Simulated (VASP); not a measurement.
# Al2GaP3 (P31m) in VASP: relaxation of cell and atoms with PBE

Aim: the relaxation of cell and atoms of Al2GaP3 with PBE.

All numbers are computed with VASP 6.6.1; they aren't measurements. Logs are shortened: lines on timing, memory, paths and dates and some standing lists are left out, and cuts for length are marked.

### Step 1. The cell of the first run

It takes space group P31m (No. 157, trigonal). Conventional cell: a = 6.725 Å, b = 6.725 Å, c = 6.391 Å, α = 90.00°, β = 90.00°, γ = 120.00°. Al (site symmetry 3m) has 4 P at 2.38 to 2.39 Å within 3.1 Å. Within 3.1 Å of Al (site symmetry m) lie 4 P at 2.38 to 2.39 Å. Within 3.2 Å of Ga (site symmetry 3) lie 4 P at 2.39 Å. P (site symmetry 3) has 3 Al at 2.38 Å and 1 Ga at 2.39 Å within 3.1 Å. P (site symmetry 3m) has 4 Al at 2.38 to 2.39 Å within 3.1 Å. Within 3.1 Å of P (site symmetry m) lie 2 Al at 2.38 to 2.39 Å and 2 Ga at 2.39 Å.

### Step 2. Relaxation of cell and atoms, PBE

INCAR

```
SYSTEM = Al2GaP3
PREC     = Accurate       ! precision mode
ENCUT    = 600            ! plane-wave cutoff, eV
EDIFF    = 1E-6           ! SCF threshold, eV
ISMEAR   = 0              ! smearing method
SIGMA    = 0.02           ! smearing width, eV
LREAL    = .FALSE.        ! projectors in reciprocal space
LASPH    = .TRUE.         ! aspherical terms in the spheres
NELM     = 60             ! most SCF steps
ALGO     = Normal         ! electronic algorithm
ISIF     = 3              ! what is computed and relaxed
LWAVE    = .FALSE.        ! write WAVECAR
LCHARG   = .FALSE.        ! write CHGCAR
GGA      = PE             ! functional
IBRION   = 2              ! ionic algorithm
NSW      = 100            ! ionic steps
EDIFFG   = -0.01          ! ionic threshold
```

KPOINTS

```
regular mesh
0
G
  6 6 4
  0 0 0
```

POSCAR

```
Al2GaP3
1.0
    6.7250033012      0.0000000000      0.0000000000
   -3.3625016506      5.8240236993      0.0000000000
    0.0000000000      0.0000000000      6.3905798714
Al Ga P
4 2 6
Direct
    0.0000000000      0.0000000000      0.0004587415
    0.6667448045      0.6667448045      0.4998097191
    0.3332551955      0.0000000000      0.4998097191
    0.0000000000      0.3332551955      0.4998097191
    0.3333333333      0.6666666667      0.0011484276
    0.6666666667      0.3333333333      0.0011484276
    0.3333333333      0.6666666667      0.3757263002
    0.0000000000      0.0000000000      0.3743646742
    0.6666666667      0.3333333333      0.3757263002
    0.6670007296      0.6670007296      0.8739993438
    0.3329992704      0.0000000000      0.8739993438
    0.0000000000      0.3329992704      0.8739993438
```

Potentials or basis: VASP PAW PBE potentials, release 64 (Al, Ga_d, P).

Run with:

```bash
cat potpaw_PBE.64/Al/POTCAR potpaw_PBE.64/Ga_d/POTCAR potpaw_PBE.64/P/POTCAR > POTCAR
mpirun -np 1 vasp_std > vasp.out
```

OUTCAR:

```text
SYSTEM = Al2GaP3
   PREC = Accurate
   ENCUT = 600
   EDIFF = 1E-6
   ISMEAR = 0
   LREAL = .FALSE.
   LASPH = .TRUE.
   NELM = 60
   ISIF = 3
   GGA = PE
   IBRION = 2
   NSW = 100
   EDIFFG = -0.01

 ion  position               nearest neighbor table
   1  0.000  0.000  0.000-  10 2.38  12 2.38  11 2.38   8 2.39
   2  0.667  0.667  0.500-   9 2.38   7 2.38   8 2.38  10 2.39
   3  0.333  0.000  0.500-   7 2.38   9 2.38   8 2.38  11 2.39
   4  0.000  0.333  0.500-   9 2.38   7 2.38   8 2.38  12 2.39
   5  0.333  0.667  0.001-  11 2.39  12 2.39  10 2.39   7 2.39
   6  0.667  0.333  0.001-  12 2.39  11 2.39  10 2.39   9 2.39
   7  0.333  0.667  0.376-   3 2.38   4 2.38   2 2.38   5 2.39
   8  0.000  0.000  0.374-   2 2.38   4 2.38   3 2.38   1 2.39
   9  0.667  0.333  0.376-   4 2.38   3 2.38   2 2.38   6 2.39
  10  0.667  0.667  0.874-   1 2.38   6 2.39   5 2.39   2 2.39
  11  0.333  0.000  0.874-   1 2.38   5 2.39   6 2.39   3 2.39
  12  0.000  0.333  0.874-   1 2.38   6 2.39   5 2.39   4 2.39

  LATTYP: Found a hexagonal cell.
 ALAT       =     6.7250033012
 C/A-ratio  =     0.9502716334

  Lattice vectors:

 A1 = (   6.7250033012,   0.0000000000,   0.0000000000)
 A2 = (  -3.3625016506,   5.8240236993,   0.0000000000)
 A3 = (   0.0000000000,   0.0000000000,   6.3905798714)

Analysis of symmetry for initial positions (statically):
=====================================================================
 Subroutine PRICEL returns:
 Original cell was already a primitive cell.

 Routine SETGRP: Setting up the symmetry group for a
 hexagonal supercell.

 Subroutine GETGRP returns: Found  6 space group operations
 (whereof  6 operations were pure point group operations)
 out of a pool of 24 trial point group operations.

The static configuration has the point symmetry C_3v.

Analysis of symmetry for dynamics (positions and initial velocities):
=====================================================================
 Subroutine PRICEL returns:
 Original cell was already a primitive cell.

 Routine SETGRP: Setting up the symmetry group for a
 hexagonal supercell.

 Subroutine GETGRP returns: Found  6 space group operations
 (whereof  6 operations were pure point group operations)
 out of a pool of 24 trial point group operations.

The dynamic configuration has the point symmetry C_3v.

 Subroutine INISYM returns: Found  6 space group operations
 (whereof  6 operations are pure point group operations),
 and found     1 'primitive' translations

----------------------------------------------------------------------------------------

                                     Primitive cell

  volume of cell :     250.2971

  direct lattice vectors                    reciprocal lattice vectors
     6.725003301  0.000000000  0.000000000     0.148698812  0.085851299  0.000000000
    -3.362501651  5.824023699  0.000000000     0.000000000  0.171702598  0.000000000
     0.000000000  0.000000000  6.390579871     0.000000000  0.000000000  0.156480323

  length of vectors
     6.725003301  6.725003301  6.390579871     0.171702598  0.171702598  0.156480323

  position of ions in fractional coordinates (direct lattice)
     0.000000000  0.000000000  0.000458741
     0.666744804  0.666744804  0.499809719
     0.333255196  0.000000000  0.499809719
     0.000000000  0.333255196  0.499809719
     0.333333333  0.666666667  0.001148428
     0.666666667  0.333333333  0.001148428
[... 117 lines left out ...]
   GGA     = PE    functional components
   LHFCALC =     F    Hartree Fock is set to
   AEXX    =    0.0000 exact exchange contribution
   IVDW    =     0    specifies the selected vdW correction
   LEPSILON=     F    determine dielectric tensor
   LRPA    =     F    only Hartree local field effects (RPA)
 conjugate gradient relaxation of ions
 non-spin polarized calculation
 Gauss-broadening in eV      SIGMA  =   0.02
  energy-cutoff  :      600.00
  volume of cell :      250.30
 maximum number of plane-waves:      8407
 NGX is ok and might be reduce to    54
   NGX = 27   NGY = 27   NGZ = 25

--------------------------------------- Ionic step        1  -------------------------------------------

 number of electron      68.0000019 magnetization

 Free energy of the ion-electron system (eV)
  ---------------------------------------------------
  ext. energy  EPLUGINS =         0.00000000
  ---------------------------------------------------
  free energy    TOTEN  =       -59.67151012 eV

  energy without entropy =      -59.67151012  energy(sigma->0) =      -59.67151012

------------------------ aborting loop because EDIFF is reached ----------------------------------------

  FORCE on cell =-STRESS in cart. coord.  units (eV):
  Direction    XX          YY          ZZ          XY          YZ          ZX
  --------------------------------------------------------------------------------------
  -------------------------------------------------------------------------------------
  Total        0.1214264      0.1214264     -0.0443020      0.0000000      0.0000000      0.0000000
  in kB        0.7772623      0.7772623     -0.2835814      0.0000000      0.0000000      0.0000000
  external PRESSURE =       0.4236478 kB  Pullay stress =       0.0000000 kB

 VOLUME and BASIS-vectors are now :
 -----------------------------------------------------------------------------
  energy-cutoff  :      600.00
  volume of cell :      250.30
      direct lattice vectors                 reciprocal lattice vectors
     6.725003301  0.000000000  0.000000000     0.148698812  0.085851299  0.000000000
    -3.362501651  5.824023699  0.000000000     0.000000000  0.171702598  0.000000000
     0.000000000  0.000000000  6.390579871     0.000000000  0.000000000  0.156480323

 POSITION                                       TOTAL-FORCE (eV/Angst)
 -----------------------------------------------------------------------------------
      0.00000      0.00000      0.00293        -0.000000      0.000000     -0.004094
      2.24193      3.88314      3.19407        -0.000142     -0.000245     -0.007067
      2.24114      0.00000      3.19407         0.000283     -0.000000     -0.007067
     -1.12057      1.94089      3.19407        -0.000142      0.000245     -0.007067
     -0.00000      3.88268      0.00734        -0.000000     -0.000000     -0.008821
      3.36250      1.94134      0.00734        -0.000000      0.000000     -0.008821
     -0.00000      3.88268      2.40111        -0.000000     -0.000000      0.009610
      0.00000      0.00000      2.39241        -0.000000     -0.000000     -0.000052
      3.36250      1.94134      2.40111        -0.000000      0.000000      0.009610
      2.24279      3.88463      5.58536         0.004707      0.008153      0.007923
      2.23942      0.00000      5.58536        -0.009414      0.000000      0.007923
     -1.11971      1.93940      5.58536         0.004707     -0.008153      0.007923
 -----------------------------------------------------------------------------------
    total drift:                               -0.000002     -0.000003      0.000002

  FREE ENERGIE OF THE ION-ELECTRON SYSTEM (eV)
  ---------------------------------------------------
  free  energy   TOTEN  =       -59.6715101191 eV

  energy  without entropy=      -59.6715101191  energy(sigma->0) =      -59.67151012

--------------------------------------- Ionic step        2  -------------------------------------------

 number of electron      68.0000018 magnetization

 Free energy of the ion-electron system (eV)
  ---------------------------------------------------
  ext. energy  EPLUGINS =         0.00000000
  ---------------------------------------------------
  free energy    TOTEN  =       -59.67161286 eV

  energy without entropy =      -59.67161286  energy(sigma->0) =      -59.67161286

 E-fermi :   4.5317     XC(G=0):  -9.2984

 val. band max:        4.4475505744   @ k =   0.0000   0.0000   0.0000
 cond. band min:       6.1525592911   @ k =   0.3333   0.3333   0.2500
 fundamental gap:      1.7050087168
 Fermi energy:         4.5316930841

 k-point     1 :       0.0000    0.0000    0.0000
  band No.  band energies     occupation
      1      -9.9208      2.00000
      2      -9.9208      2.00000
      3      -9.9085      2.00000
      4      -9.8759      2.00000
      5      -9.8656      2.00000
      6      -9.8656      2.00000
[... 1045 lines left out ...]
     40       7.1780      0.00000
     41       8.1511      0.00000

------------------------ aborting loop because EDIFF is reached ----------------------------------------

  FORCE on cell =-STRESS in cart. coord.  units (eV):
  Direction    XX          YY          ZZ          XY          YZ          ZX
  --------------------------------------------------------------------------------------
  -------------------------------------------------------------------------------------
  Total       -0.0007156     -0.0007156     -0.0378389      0.0000000      0.0000000     -0.0000000
  in kB       -0.0045769     -0.0045769     -0.2420177      0.0000000      0.0000000     -0.0000000
  external PRESSURE =      -0.0837238 kB  Pullay stress =       0.0000000 kB

 VOLUME and BASIS-vectors are now :
 -----------------------------------------------------------------------------
  energy-cutoff  :      600.00
  volume of cell :      250.50
      direct lattice vectors                 reciprocal lattice vectors
     6.728286184  0.000000000  0.000000000     0.148626258  0.085809410 -0.000000000
    -3.364143092  5.826866759 -0.000000000     0.000000000  0.171618820 -0.000000000
     0.000000000  0.000000000  6.389441685    -0.000000000 -0.000000000  0.156508197

 POSITION                                       TOTAL-FORCE (eV/Angst)
 -----------------------------------------------------------------------------------
      6.72829      0.00000      0.00273         0.000000     -0.000000     -0.004265
      2.24302      3.88502      3.19316         0.000458      0.000793     -0.006909
     -1.12189      5.82687      3.19316        -0.000915     -0.000000     -0.006909
      5.60716      1.94185      3.19316         0.000458     -0.000793     -0.006909
     -0.00000      3.88458      0.00691         0.000000     -0.000000     -0.007285
      3.36414      1.94229      0.00691         0.000000     -0.000000     -0.007285
     -0.00000      3.88458      2.40114         0.000000      0.000000      0.008417
      3.36414      5.82687      2.39198         0.000000      0.000000      0.004202
      3.36414      1.94229      2.40114         0.000000      0.000000      0.008417
      2.24411      3.88692      5.58475         0.002450      0.004244      0.006176
      2.24006      0.00000      5.58475        -0.004900      0.000000      0.006176
     -1.12003      1.93995      5.58475         0.002450     -0.004244      0.006176
 -----------------------------------------------------------------------------------
    total drift:                               -0.000002     -0.000003      0.004250

  FREE ENERGIE OF THE ION-ELECTRON SYSTEM (eV)
  ---------------------------------------------------
  free  energy   TOTEN  =       -59.6716128640 eV

  energy  without entropy=      -59.6716128640  energy(sigma->0) =      -59.67161286

 reached required accuracy - stopping structural energy minimisation
```

Wall time 5.5 min (1 thread of Intel Xeon 6975P-C (Granite Rapids), shared host); peak memory 0.55 GiB.

Results:

| Item | Value |
| --- | --- |
| Free energy | -59.6716 eV |
| Relaxed volume | 20.87 Å³/atom |
| Relaxed cell | a = 6.728 Å, b = 6.728 Å, c = 6.389 Å, α = 90.00°, β = 90.00°, γ = 120.00° |
| Space group after relaxing (to 0.1 Å) | P31m (No. 157) |
| Energy gained by relaxing | 0.0 meV/atom |
| Ionic steps | 2 |
| Pressure after relaxing | 0.0 GPa |
| Largest force after relaxing | 0.008 eV/Å |
| Band gap on the k mesh | 1.71 eV (least direct gap 1.84 eV) |

Forces in eV/Å, atoms in the order of the input:
```
Al   0.000  0.000 -0.004
Al   0.000  0.001 -0.007
Al  -0.001  0.000 -0.007
Al   0.000 -0.001 -0.007
Ga   0.000  0.000 -0.007
Ga   0.000  0.000 -0.007
P    0.000  0.000  0.008
P    0.000  0.000  0.004
P    0.000  0.000  0.008
P    0.002  0.004  0.006
P   -0.005  0.000  0.006
P    0.002 -0.004  0.006
```

The path:
| step | energy change (eV) | largest force (eV/Å) | pressure (GPa) | volume (Å³) |
| --- | --- | --- | --- | --- |
| 1 | 0.0000 | 0.0123 | 0.04 | 250.30 |
| 2 | -0.0001 | 0.0084 | -0.01 | 250.50 |

Final structure:
```yaml
crystal:
  lattice:
    - [6.72829, 0.00000, 0.00000]
    - [-3.36414, 5.82687, 0.00000]
    - [0.00000, 0.00000, 6.38944]
  atoms:
    - { symbol: Al, position: [0.00000, 0.00000, 0.00043] }
    - { symbol: Al, position: [0.66674, 0.66674, 0.49976] }
    - { symbol: Al, position: [0.33326, 0.00000, 0.49976] }
    - { symbol: Al, position: [0.00000, 0.33326, 0.49976] }
    - { symbol: Ga, position: [0.33333, 0.66667, 0.00108] }
    - { symbol: Ga, position: [0.66667, 0.33333, 0.00108] }
    - { symbol: P, position: [0.33333, 0.66667, 0.37580] }
    - { symbol: P, position: [0.00000, 0.00000, 0.37436] }
    - { symbol: P, position: [0.66667, 0.33333, 0.37580] }
    - { symbol: P, position: [0.66707, 0.66707, 0.87406] }
    - { symbol: P, position: [0.33293, 0.00000, 0.87406] }
    - { symbol: P, position: [0.00000, 0.33293, 0.87406] }
```

Levels at points of the mesh, in eV from the valence-band top:
```csv
k point,band 30,band 31,band 32,band 33,band 34,band 35,band 36,band 37,band 38,band 39
"(0.00, 0.00, 0.00)",-1.02,-1.02,-0.15,0.00,0.00,1.84,2.27,2.27,2.76,4.04
"(0.50, 0.00, 0.00)",-1.10,-1.04,-0.98,-0.97,-0.92,1.78,3.21,3.37,3.60,3.75
"(0.00, 0.00, 0.50)",-1.35,-0.66,-0.66,-0.47,-0.47,2.30,2.47,3.00,3.04,3.08
"(0.50, 0.00, 0.50)",-1.77,-1.76,-1.75,-1.71,-1.70,1.85,2.29,2.96,3.08,3.33
```
